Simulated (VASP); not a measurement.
# TiS2 (lda) (P-3m1) in VASP: a series of runs

TiS2 (lda) is run at these levels: LDA; tasks: relaxation of cell and atoms, single point.

Program: VASP 6.6.1. These are calculated values, not measurements. Logs are shortened: lines on timing, memory, paths and dates and some standing lists are left out, and cuts for length are marked.

## Step 1: The cell of the first run

It takes space group P-3m1 (No. 164, trigonal). The conventional cell has a = 3.315 Å, b = 3.315 Å, c = 5.447 Å, α = 90.00°, β = 90.00°, γ = 120.00°. Within 3.1 Å of Ti (site symmetry -3m) lie 6 S at 2.38 Å. Within 3.1 Å of S (site symmetry 3m) lie 3 Ti at 2.38 Å.

## Step 2: Relaxation of cell and atoms, LDA

Contents of INCAR:

```
  PREC = Accurate
  ENCUT = 500
  EDIFF = 1E-7
  ISMEAR = 0
  SIGMA = 0.1
  LREAL = False
  LASPH = True
  NELM = 120
  ALGO = Normal
  ISIF = 3
  LWAVE = False
  LCHARG = False
  IBRION = 2
  NSW = 100
  EDIFFG = -0.002
  GGA_COMPAT = False
  NELMIN = 4
```

Contents of KPOINTS:

```
regular mesh
0
Gamma
  15 15 8
```

Contents of POSCAR:

```
TiS2
1.0
    3.3151321368      0.0000000000      0.0000000000
   -1.6575660684      2.8709886474      0.0000000000
    0.0000000000      0.0000000000      5.4472392363
Ti S
1 2
Direct
    0.0000000000      0.0000000000      0.0000000000
    0.3333333333      0.6666666667      0.2609046486
    0.6666666667      0.3333333333      0.7390953514
```

Potentials or basis: VASP PAW LDA potentials, release 64 (Ti_sv, S).

On the command line:

```bash
$ cat potpaw_LDA.64/Ti_sv/POTCAR potpaw_LDA.64/S/POTCAR > POTCAR
$ mpirun -np 1 vasp_std > vasp.out
```

OUTCAR:

```text
PREC = Accurate
   ENCUT = 500
   EDIFF = 1E-7
   ISMEAR = 0
   LREAL = False
   LASPH = True
   NELM = 120
   ISIF = 3
   IBRION = 2
   NSW = 100
   EDIFFG = -0.002
   NELMIN = 4

 ion  position               nearest neighbor table
   1  0.000  0.000  0.000-   2 2.38   3 2.38   3 2.38   2 2.38   3 2.38   2 2.38
   2  0.333  0.667  0.261-   1 2.38   1 2.38   1 2.38
   3  0.667  0.333  0.739-   1 2.38   1 2.38   1 2.38

  LATTYP: Found a hexagonal cell.
 ALAT       =     3.3151321368
 C/A-ratio  =     1.6431439266

  Lattice vectors:

 A1 = (   3.3151321368,   0.0000000000,   0.0000000000)
 A2 = (  -1.6575660684,   2.8709886474,   0.0000000000)
 A3 = (   0.0000000000,   0.0000000000,   5.4472392363)

Analysis of symmetry for initial positions (statically):
=====================================================================
 Subroutine PRICEL returns:
 Original cell was already a primitive cell.

 Routine SETGRP: Setting up the symmetry group for a
 hexagonal supercell.

 Subroutine GETGRP returns: Found 12 space group operations
 (whereof 12 operations were pure point group operations)
 out of a pool of 24 trial point group operations.

The static configuration has the point symmetry D_3d.

Analysis of symmetry for dynamics (positions and initial velocities):
=====================================================================
 Subroutine PRICEL returns:
 Original cell was already a primitive cell.

 Routine SETGRP: Setting up the symmetry group for a
 hexagonal supercell.

 Subroutine GETGRP returns: Found 12 space group operations
 (whereof 12 operations were pure point group operations)
 out of a pool of 24 trial point group operations.

The dynamic configuration has the point symmetry D_3d.

 Subroutine INISYM returns: Found 12 space group operations
 (whereof 12 operations are pure point group operations),
 and found     1 'primitive' translations

----------------------------------------------------------------------------------------

                                     Primitive cell

  volume of cell :      51.8452

  direct lattice vectors                    reciprocal lattice vectors
     3.315132137  0.000000000  0.000000000     0.301647101  0.174156035  0.000000000
    -1.657566068  2.870988647  0.000000000     0.000000000  0.348312070  0.000000000
     0.000000000  0.000000000  5.447239236     0.000000000  0.000000000  0.183579233

  length of vectors
[... 109 lines left out ...]
   GGA     = CA    functional components
   LHFCALC =     F    Hartree Fock is set to
   AEXX    =    0.0000 exact exchange contribution
   IVDW    =     0    specifies the selected vdW correction
   LEPSILON=     F    determine dielectric tensor
   LRPA    =     F    only Hartree local field effects (RPA)
 conjugate gradient relaxation of ions
 non-spin polarized calculation
 Gauss-broadening in eV      SIGMA  =   0.10
  energy-cutoff  :      500.00
  volume of cell :       51.85
 maximum number of plane-waves:      1338
   NGX = 13   NGY = 13   NGZ = 19

--------------------------------------- Ionic step        1  -------------------------------------------

 number of electron      24.0000004 magnetization

 Free energy of the ion-electron system (eV)
  ---------------------------------------------------
  ext. energy  EPLUGINS =         0.00000000
  ---------------------------------------------------
  free energy    TOTEN  =       -22.03026656 eV

  energy without entropy =      -22.02771486  energy(sigma->0) =      -22.02899071

------------------------ aborting loop because EDIFF is reached ----------------------------------------

  FORCE on cell =-STRESS in cart. coord.  units (eV):
  Direction    XX          YY          ZZ          XY          YZ          ZX
  --------------------------------------------------------------------------------------
  -------------------------------------------------------------------------------------
  Total        0.0031367      0.0031367      0.0225753      0.0000000     -0.0000000      0.0000000
  in kB        0.0969348      0.0969348      0.6976456      0.0000000     -0.0000000      0.0000000
  external PRESSURE =       0.2971717 kB  Pullay stress =       0.0000000 kB
[... 92 lines left out ...]
  FREE ENERGIE OF THE ION-ELECTRON SYSTEM (eV)
  ---------------------------------------------------
  free  energy   TOTEN  =       -22.0302778279 eV

  energy  without entropy=      -22.0277159047  energy(sigma->0) =      -22.02899687

[... ionic steps 4 to 13 ...]

--------------------------------------- Ionic step       14  -------------------------------------------

 number of electron      24.0000004 magnetization

------------------------ aborting loop because EDIFF is reached ----------------------------------------
[... 69 lines left out ...]
--------------------------------------- Ionic step       16  -------------------------------------------

 number of electron      24.0000004 magnetization

 Free energy of the ion-electron system (eV)
  ---------------------------------------------------
  ext. energy  EPLUGINS =         0.00000000
  ---------------------------------------------------
  free energy    TOTEN  =       -22.03029161 eV

  energy without entropy =      -22.02771453  energy(sigma->0) =      -22.02900307

 E-fermi :   6.4169     XC(G=0): -10.9644

 val. band max:        6.4089164387   @ k =   0.4667  -0.0000   0.3750
 cond. band min:       6.4215316392   @ k =   0.0000   0.4000   0.2500
 fundamental gap:      0.0126152004
 Fermi energy:         6.4168990099

 k-point     1 :       0.0000    0.0000    0.0000
  band No.  band energies     occupation
      1     -50.2331      2.00000
      2     -26.8803      2.00000
      3     -26.8135      2.00000
      4     -26.8135      2.00000
      5      -7.7272      2.00000
      6      -5.6390      2.00000
[... 433 lines left out ...]
      3     -26.8969      2.00000
      4     -26.8384      2.00000
      5      -5.5513      2.00000
      6      -5.5144      2.00000
[... 8 lines left out ...]
     15       8.5413      0.00000
     16       9.7535      0.00000

 [... further k-points ...]

------------------------ aborting loop because EDIFF is reached ----------------------------------------

  FORCE on cell =-STRESS in cart. coord.  units (eV):
  Direction    XX          YY          ZZ          XY          YZ          ZX
  --------------------------------------------------------------------------------------
  -------------------------------------------------------------------------------------
  Total       -0.0041279     -0.0041279     -0.0059692      0.0000000      0.0000000      0.0000000
  in kB       -0.1276531     -0.1276531     -0.1845956      0.0000000      0.0000000      0.0000000
  external PRESSURE =      -0.1466339 kB  Pullay stress =       0.0000000 kB
[... 18 lines left out ...]
  FREE ENERGIE OF THE ION-ELECTRON SYSTEM (eV)
  ---------------------------------------------------
  free  energy   TOTEN  =       -22.0302916111 eV

  energy  without entropy=      -22.0277145325  energy(sigma->0) =      -22.02900307

 reached required accuracy - stopping structural energy minimisation
```

OSZICAR:

```text
N       E                     dE             d eps       ncg     rms          rms(c)
DAV:   1     0.201006667624E+03    0.20101E+03   -0.11764E+04  6144   0.148E+03
DAV:   2    -0.492106019448E+01   -0.20593E+03   -0.20389E+03  6672   0.384E+02
[... 124 lines left out ...]
  15 F= -.22030292E+02 E0= -.22029003E+02  d E =-.141689E-05
       N       E                     dE             d eps       ncg     rms          rms(c)
DAV:   1    -0.220302916246E+02   -0.31042E-07   -0.11876E-06  6488   0.119E-02    0.123E-03
DAV:   2    -0.220302916149E+02    0.96670E-08   -0.75610E-08  3288   0.295E-03    0.539E-04
DAV:   3    -0.220302916106E+02    0.42928E-08   -0.19185E-08  3120   0.123E-03    0.202E-04
DAV:   4    -0.220302916111E+02   -0.48522E-09   -0.51582E-09  3120   0.650E-04
  16 F= -.22030292E+02 E0= -.22029003E+02  d E =-.143898E-05
```

Run time: 22 min. Hardware: 1 thread of AMD EPYC 7R43 (Zen 3), shared host; peak memory 0.22 GiB.

What came out:

| Quantity | Value |
| --- | --- |
| Free energy | -22.0303 eV |
| Relaxed volume | 17.27 Å³/atom |
| Relaxed cell | a = 3.314 Å, b = 3.314 Å, c = 5.446 Å, α = 90.00°, β = 90.00°, γ = 120.00° |
| Space group after relaxing (to 0.05 Å) | P-3m1 (No. 164) |
| Energy gained by relaxing | 0.0 meV/atom |
| Ionic steps | 16 |
| Pressure after relaxing | 0.0 GPa |
| Band gap on the k mesh | zero (band 12 reaches 6.74 eV, above the bottom of band 13 at 6.23 eV) |

Final structure:
```
Ti S
1.0
     3.31445    0.00000    0.00000
    -1.65722    2.87040    0.00000
     0.00000    0.00000    5.44567
Ti S
1 2
Direct
  0.00000 0.00000 0.00000
  0.33333 0.66667 0.26123
  0.66667 0.33333 0.73877
```

(Part 1 of 2 ends here.)
